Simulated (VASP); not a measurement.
# WC (I4/mmm) in VASP: notebook

WC is run at these levels: PBEsol; tasks: single point.

All numbers are computed with VASP 6.6.1; they aren't measurements. Logs are shortened: lines on timing, memory, paths and dates and some standing lists are left out, and cuts for length are marked.

## (1) The cell of the first run

The structure is tetragonal, space group I4/mmm (No. 139). The conventional cell has a = 3.073 Å, b = 3.073 Å, c = 4.541 Å, α = 90.00°, β = 90.00°, γ = 90.00°. Within 2.9 Å of W (site symmetry 4/mmm) lie 6 C at 2.17 to 2.27 Å. Within 2.9 Å of C (site symmetry 4/mmm) lie 6 W at 2.17 to 2.27 Å.

## (2) Single point, PBEsol (strain +0.0450 x Voigt [0, 1, 0, 0, 0, 0])

File INCAR:

```
SYSTEM = WC
  ALGO = Normal
  EDIFF = 1E-6
  ENCUT = 520
  GGA = PS
  ISIF = 2
  ISMEAR = 0
  LASPH = .TRUE.
  LCHARG = .TRUE.
  LELF = .TRUE.
  LREAL = .FALSE.
  LVHAR = .TRUE.
  LWAVE = .FALSE.
  NBANDS = 16
  NELM = 100
  PREC = Accurate
  SIGMA = 0.15
```

File KPOINTS:

```
k-points
0
G
  24 24 24
  0 0 0
```

File POSCAR:

```
WC
1.0
    0.0000000000      2.2704562161      2.1726853743
    2.1726853743      0.0000000000      2.1726853743
    2.1726853743      2.2704562161      0.0000000000
W C
1 1
Direct
    0.0000000000      0.0000000000      0.0000000000
    0.5000000000      0.5000000000      0.5000000000
```

Potentials or basis: VASP PAW PBE potentials, release 64 (W_sv, C).

Started as:

```console
cat potpaw_PBE.64/W_sv/POTCAR potpaw_PBE.64/C/POTCAR > POTCAR
mpirun -np 1 vasp_std > vasp.out
```

OUTCAR:

```text
SYSTEM = WC
   EDIFF = 1E-6
   ENCUT = 520
   GGA = PS
   ISIF = 2
   ISMEAR = 0
   LASPH = .TRUE.
   LREAL = .FALSE.
   NELM = 100
   PREC = Accurate

 ion  position               nearest neighbor table
   1  0.000  0.000  0.000-   2 2.17   2 2.17   2 2.17   2 2.17   2 2.27   2 2.27
   2  0.500  0.500  0.500-   1 2.17   1 2.17   1 2.17   1 2.17   1 2.27   1 2.27

  LATTYP: Found a body centered tetragonal cell.
 ALAT       =     3.0726411231
 C/A-ratio  =     1.4778531727

  Lattice vectors:

 A1 = (   0.0000000000,  -2.2704562161,   2.1726853743)
 A2 = (   0.0000000000,  -2.2704562161,  -2.1726853743)
 A3 = (   2.1726853743,   2.2704562161,   0.0000000000)

Analysis of symmetry for initial positions (statically):
=====================================================================
 Subroutine PRICEL returns:
 Original cell was already a primitive cell.

 Routine SETGRP: Setting up the symmetry group for a
 body centered tetragonal supercell.

 Subroutine GETGRP returns: Found 16 space group operations
 (whereof 16 operations were pure point group operations)
 out of a pool of 16 trial point group operations.

The static configuration has the point symmetry D_4h.

Analysis of symmetry for dynamics (positions and initial velocities):
=====================================================================
 Subroutine PRICEL returns:
 Original cell was already a primitive cell.

 Routine SETGRP: Setting up the symmetry group for a
 body centered tetragonal supercell.

 Subroutine GETGRP returns: Found 16 space group operations
 (whereof 16 operations were pure point group operations)
 out of a pool of 16 trial point group operations.

The dynamic configuration has the point symmetry D_4h.

 Subroutine INISYM returns: Found 16 space group operations
 (whereof 16 operations are pure point group operations),
 and found     1 'primitive' translations

----------------------------------------------------------------------------------------

                                     Primitive cell

  volume of cell :      21.4357

  direct lattice vectors                    reciprocal lattice vectors
     0.000000000  2.270456216  2.172685374    -0.230129961  0.220220058  0.230129961
     2.172685374  0.000000000  2.172685374     0.230129961 -0.220220058  0.230129961
     2.172685374  2.270456216  0.000000000     0.230129961  0.220220058 -0.230129961

  length of vectors
     3.142536104  3.072641123  3.142536104     0.392958613  0.392958613  0.392958613

  position of ions in fractional coordinates (direct lattice)
     0.000000000  0.000000000  0.000000000
     0.500000000  0.500000000  0.500000000

  ion indices of the primitive-cell ions
   primitive index   ion index
                 1           1
                 2           2

----------------------------------------------------------------------------------------

 KPOINTS: k-points

Automatic generation of k-mesh.
 Grid dimensions read from file:
 generate k-points for:   24   24   24

 Generating k-lattice:

  Cartesian coordinates                     Fractional coordinates (reciprocal lattice)
    -0.009588748  0.009175836  0.009588748     0.041666667  0.000000000  0.000000000
     0.009588748 -0.009175836  0.009588748     0.000000000  0.041666667  0.000000000
     0.009588748  0.009175836 -0.009588748     0.000000000  0.000000000  0.041666667

  Length of vectors
     0.016373276  0.016373276  0.016373276

  Shift w.r.t. Gamma in fractional coordinates (k-lattice)
     0.000000000  0.000000000  0.000000000

 Subroutine IBZKPT returns following result:
 ===========================================

 Found   1063 irreducible k-points:

 Following reciprocal coordinates:
            Coordinates               Weight
  0.000000  0.000000  0.000000      1.000000
  0.041667  0.000000  0.000000      8.000000
  0.083333  0.000000  0.000000      8.000000
  0.125000  0.000000  0.000000      8.000000
  0.166667  0.000000  0.000000      8.000000
  0.208333  0.000000 -0.000000      8.000000
[... 16 lines left out ...]
  0.416667  0.041667  0.000000     16.000000
  0.458333  0.041667  0.000000     16.000000
 [... further k-points ...]
   k-points           NKPTS =   1063   k-points in BZ     NKDIM =   1063   number of bands    NBANDS=     16
   number of dos      NEDOS =    301   number of ions     NIONS =      2
   total plane-waves  NPLWV =  13824
   dimension x,y,z NGX =    24 NGY =   24 NGZ =   24
   dimension x,y,z NGXF=    48 NGYF=   48 NGZF=   48
   ions per type =               1   1
   NGX,Y,Z   is equivalent  to a cutoff of  12.70, 12.99, 12.70 a.u.
   NGXF,Y,Z  is equivalent  to a cutoff of  25.39, 25.97, 25.39 a.u.
 SYSTEM =  WC
   PREC   = accura    normal or accurate (medium, high low for compatibility)
   ISTART =      0    job   : 0-new  1-cont  2-samecut
   ICHARG =      2    charge: 1-file 2-atom 10-const
   ISPIN  =      1    spin polarized calculation?
   LNONCOLLINEAR =      F non collinear calculations
   LSORBIT =      F    spin-orbit coupling
   LASPH  =      T    aspherical Exc in radial PAW
   ENCUT  =  520.0 eV  38.22 Ry    6.18 a.u.   5.84  5.71  5.84*2*pi/ulx,y,z
   NELM   =    100;   NELMIN=  2; NELMDL= -5     # of ELM steps
   EDIFF  = 0.1E-05   stopping-criterion for ELM
   LREAL  =      F    real-space projection
   EDIFFG = 0.1E-04   stopping-criterion for IOM
   NSW    =      0    number of steps for IOM
   IBRION =     -1    ionic relax: 0-MD 1-quasi-New 2-CG
   NFREE  =      0    steps in history (QN), initial steepest desc. (CG)
   ISIF   =      2    stress and relaxation
   ISYM   =      2    0-nonsym 1-usesym 2-fastsym
   POTIM  = 0.5000    time-step for ionic-motion
   TEBEG  =    0.0;   TEEND  =   0.0 temperature during run
   PSTRESS=    0.0 pullay stress
   NELECT =      18.0000    total number of electrons
   NUPDOWN=      -1.0000    fix difference up-down
   EMIN   =  10.00;   EMAX   =-10.00  energy-range for DOS
   EFERMI =   0.00;   METHOD = LEGACY
   ISMEAR =     0;   SIGMA  =   0.15  broadening in eV -4-tet -1-fermi 0-gaus
   EFERMI_NEDOS =   21; number of points for ismear=-14 and -15
   IALGO  =     38    algorithm
   IMIX   =      4    mixing-type and parameters
     AMIX     =   0.40;   BMIX     =  1.00
     AMIX_MAG =   1.60;   BMIX_MAG =  1.00
  volume/ion in A,a.u.               =      10.72        72.33
  Fermi-wavevector in a.u.,A,eV,Ry     =   1.544496  2.918674 32.456252  2.385467
  Thomas-Fermi vector in A             =   2.650008
   LORBIT       =      0    0 simple, 1 ext, 2 COOP (PROOUT), +10 PAW based schemes
   GGA     = PS    functional components
   LHFCALC =     F    Hartree Fock is set to
   AEXX    =    0.0000 exact exchange contribution
   IVDW    =     0    specifies the selected vdW correction
   LEPSILON=     F    determine dielectric tensor
   LRPA    =     F    only Hartree local field effects (RPA)
 non-spin polarized calculation
 Gauss-broadening in eV      SIGMA  =   0.15
  energy-cutoff  :      520.00
  volume of cell :       21.44
 maximum number of plane-waves:       604
   NGX = 11   NGY = 11   NGZ = 11

 number of electron      18.0000004 magnetization

 Free energy of the ion-electron system (eV)
  ---------------------------------------------------
  ext. energy  EPLUGINS =         0.00000000
  ---------------------------------------------------
  free energy    TOTEN  =       -22.92155993 eV

  energy without entropy =      -22.90975082  energy(sigma->0) =      -22.91565537

 E-fermi :  11.9772     XC(G=0): -13.7474

 val. band max:       11.9767053447   @ k =   0.2500   0.0000   0.2500
 cond. band min:      11.9793736257   @ k =   0.2083  -0.4583   0.1250
 fundamental gap:      0.0026682810
 Fermi energy:        11.9771837994

 k-point     1 :       0.0000    0.0000    0.0000
  band No.  band energies     occupation
      1     -63.3768      2.00000
      2     -27.3786      2.00000
      3     -27.3760      2.00000
      4     -27.3760      2.00000
      5      -3.6381      2.00000
      6       8.9498      2.00000
[... 8 lines left out ...]
     15      21.6682      0.00000
     16      34.5852      0.00000

 k-point     2 :       0.0417    0.0000    0.0000
  band No.  band energies     occupation
      1     -63.3762      2.00000
      2     -27.3868      2.00000
      3     -27.3791      2.00000
      4     -27.3767      2.00000
      5      -3.5898      2.00000
      6       8.8804      2.00000
[... 8 lines left out ...]
     15      21.7830      0.00000
     16      33.9039      0.00000

 k-point     3 :       0.0833    0.0000    0.0000
  band No.  band energies     occupation
      1     -63.3745      2.00000
      2     -27.4157      2.00000
      3     -27.3833      2.00000
      4     -27.3788      2.00000
      5      -3.4464      2.00000
      6       8.5687      2.00000
[... 8 lines left out ...]
     15      22.1142      0.00000
     16      32.6123      0.00000

 k-point     4 :       0.1250    0.0000    0.0000
  band No.  band energies     occupation
      1     -63.3718      2.00000
      2     -27.4615      2.00000
      3     -27.3898      2.00000
      4     -27.3822      2.00000
      5      -3.2122      2.00000
      6       8.0027      2.00000
[... 8 lines left out ...]
     15      22.6190      0.00000
     16      31.2326      0.00000

 k-point     5 :       0.1667    0.0000    0.0000
  band No.  band energies     occupation
      1     -63.3682      2.00000
      2     -27.5207      2.00000
      3     -27.3983      2.00000
      4     -27.3865      2.00000
      5      -2.8941      2.00000
      6       7.3238      2.00000
[... 8 lines left out ...]
     15      23.2115      0.00000
     16      29.9855      0.00000

 k-point     6 :       0.2083    0.0000   -0.0000
  band No.  band energies     occupation
      1     -63.3641      2.00000
      2     -27.5889      2.00000
      3     -27.4081      2.00000
      4     -27.3915      2.00000
      5      -2.5012      2.00000
      6       6.6078      2.00000
[... 8 lines left out ...]
     15      23.7458      0.00000
     16      29.0756      0.00000

 k-point     7 :       0.2500    0.0000    0.0000
  band No.  band energies     occupation
      1     -63.3597      2.00000
      2     -27.6612      2.00000
      3     -27.4185      2.00000
      4     -27.3970      2.00000
      5      -2.0444      2.00000
      6       5.8838      2.00000
[... 8 lines left out ...]
     15      24.0748      0.00000
     16      28.4752      0.00000

 k-point     8 :       0.2917    0.0000    0.0000
  band No.  band energies     occupation
      1     -63.3553      2.00000
      2     -27.7327      2.00000
      3     -27.4290      2.00000
      4     -27.4024      2.00000
      5      -1.5360      2.00000
      6       5.1664      2.00000
[... 8 lines left out ...]
     15      24.2797      0.00000
     16      27.3996      0.00000

 k-point     9 :       0.3333    0.0000    0.0000
  band No.  band energies     occupation
      1     -63.3511      2.00000
      2     -27.7986      2.00000
      3     -27.4387      2.00000
      4     -27.4074      2.00000
      5      -0.9894      2.00000
      6       4.4648      2.00000
[... 8 lines left out ...]
     15      24.5607      0.00000
     16      26.2351      0.00000
[... 172 lines left out ...]
 k-point    19 :       0.2500    0.0417    0.0000
  band No.  band energies     occupation
      1     -63.3606      2.00000
      2     -27.6407      2.00000
      3     -27.4214      2.00000
      4     -27.3959      2.00000
      5      -2.1542      2.00000
      6       6.0481      2.00000
[... 8 lines left out ...]
     15      24.0649      0.00000
     16      28.4761      0.00000

 k-point    20 :       0.2917    0.0417   -0.0000
  band No.  band energies     occupation
      1     -63.3561      2.00000
      2     -27.7122      2.00000
      3     -27.4317      2.00000
      4     -27.4017      2.00000
      5      -1.6648      2.00000
      6       5.3422      2.00000
[... 8 lines left out ...]
     15      24.2782      0.00000
     16      27.5495      0.00000

 k-point    21 :       0.3333    0.0417    0.0000
  band No.  band energies     occupation
      1     -63.3519      2.00000
      2     -27.7793      2.00000
      3     -27.4412      2.00000
      4     -27.4077      2.00000
      5      -1.1346      2.00000
      6       4.6496      2.00000
[... 8 lines left out ...]
     15      24.5235      0.00000
     16      26.4242      0.00000

 k-point    22 :       0.3750    0.0417    0.0000
  band No.  band energies     occupation
      1     -63.3482      2.00000
      2     -27.8379      2.00000
      3     -27.4494      2.00000
      4     -27.4132      2.00000
      5      -0.5790      2.00000
      6       3.9786      2.00000
[... 8 lines left out ...]
     15      24.8075      0.00000
     16      25.4534      0.00000

 k-point    23 :       0.4167    0.0417    0.0000
  band No.  band energies     occupation
      1     -63.3452      2.00000
      2     -27.8841      2.00000
      3     -27.4558      2.00000
      4     -27.4179      2.00000
      5      -0.0191      2.00000
      6       3.3422      2.00000
[... 8 lines left out ...]
     15      24.4203      0.00000
     16      25.0227      0.00000

 k-point    24 :       0.4583    0.0417    0.0000
  band No.  band energies     occupation
      1     -63.3432      2.00000
      2     -27.9151      2.00000
      3     -27.4599      2.00000
      4     -27.4214      2.00000
      5       0.5017      2.00000
      6       2.7757      2.00000
[... 8 lines left out ...]
     15      23.8236      0.00000
     16      24.4003      0.00000

 [... further k-points ...]

------------------------ aborting loop because EDIFF is reached ----------------------------------------

  FORCE on cell =-STRESS in cart. coord.  units (eV):
  Direction    XX          YY          ZZ          XY          YZ          ZX
  --------------------------------------------------------------------------------------
  -------------------------------------------------------------------------------------
  Total       -0.8886860     -3.5351675     -0.8886860      0.0000000     -0.0000000      0.0000000
  in kB      -66.4235546   -264.2310009    -66.4235546      0.0000000     -0.0000000      0.0000000
  external PRESSURE =    -132.3593700 kB  Pullay stress =       0.0000000 kB

 VOLUME and BASIS-vectors are now :
 -----------------------------------------------------------------------------
  energy-cutoff  :      520.00
  volume of cell :       21.44
      direct lattice vectors                 reciprocal lattice vectors
     0.000000000  2.270456216  2.172685374    -0.230129961  0.220220058  0.230129961
     2.172685374  0.000000000  2.172685374     0.230129961 -0.220220058  0.230129961
     2.172685374  2.270456216  0.000000000     0.230129961  0.220220058 -0.230129961

 POSITION                                       TOTAL-FORCE (eV/Angst)
 -----------------------------------------------------------------------------------
      0.00000      0.00000      0.00000        -0.000000      0.000000      0.000000
      2.17269      2.27046      2.17269         0.000000     -0.000000     -0.000000
 -----------------------------------------------------------------------------------
    total drift:                                0.000000     -0.000000     -0.000000

  FREE ENERGIE OF THE ION-ELECTRON SYSTEM (eV)
  ---------------------------------------------------
  free  energy   TOTEN  =       -22.9215599318 eV

  energy  without entropy=      -22.9097508152  energy(sigma->0) =      -22.91565537
```

Wall time 83 s (1 thread of Intel Xeon 6975P-C (Granite Rapids), shared host); peak memory 0.45 GiB.

Results:

```
Free energy            : -22.9216 eV
Pressure               : -13.2 GPa
Band gap on the k mesh : zero (bands 9 and 10 overlap by 2.88 eV)
```

Stress tensor (GPa, compression positive):
```
 -6.64   0.00   0.00
  0.00 -26.42   0.00
  0.00   0.00  -6.64
```

Caveat: the cell differs from its parent crystal (strain +0.0450 x Voigt [0, 1, 0, 0, 0, 0]); the stress differs along the axes, from -26 to -7 GPa; the PAW data sets were made with another functional, which shifts forces and pressure a little; spin-orbit coupling is left out, which moves the levels of the heavy elements.

[end of part 1 of 2]
